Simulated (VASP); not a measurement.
TaW2:

```
CELL_PARAMETERS angstrom
4.71956 0.00000 0.00000
-2.35978 4.08726 0.00000
0.00000 0.00000 2.69466
ATOMIC_POSITIONS crystal
Ta 0.00000 0.00000 0.00000
W 0.33333 0.66667 0.50000
W 0.66667 0.33333 0.50000
```

The cell was generated, and may not be a known phase.

| Item | Value |
| --- | --- |
| Program | VASP 6.6.1 |
| Task | relaxation of cell and atoms |
| Functional | PBE |
| Potentials or basis | VASP PAW PBE potentials, release 64 (Ta_pv, W_sv) |
| Cutoff | 600 eV |
| k mesh | 6 × 6 × 6 |
| Occupations | gaussian, width 0.1 eV |
| Spin | no spin polarisation |

At the start: pressure -1.4 GPa; volume 17.33 Å³/atom.

Where does the relaxation end?

Over 6 steps the energy falls by 33.2 meV/atom and the volume is 17.24 Å³/atom (-0.5 %); space group P6/mmm (No. 191, to 0.1 Å) before and after.

The path:
| step | energy change (eV) | largest force (eV/Å) | pressure (GPa) | volume (Å³) |
| --- | --- | --- | --- | --- |
| 1 | 0.0000 | 0.0000 | -1.42 | 51.98 |
| 2 | 0.1043 | 0.0000 | 7.90 | 50.65 |
| 3 | -0.0983 | 0.0000 | 1.26 | 51.46 |
| 4 | -0.0984 | 0.0000 | 1.32 | 51.45 |
| 5 | -0.0934 | 0.0000 | -2.90 | 52.36 |
| 6 | -0.0995 | 0.0000 | 0.00 | 51.72 |

Final structure:
```
Ta W
1.0
     4.78364    0.00000    0.00000
    -2.39182    4.14275    0.00000
     0.00000    0.00000    2.60987
Ta W
1 2
Direct
  0.00000 0.00000 0.00000
  0.33333 0.66667 0.50000
  0.66667 0.33333 0.50000
```

Caveat: the k points lie up to 0.40 Å⁻¹ apart in the final cell, too coarse for converged energies and pressures of a metal.
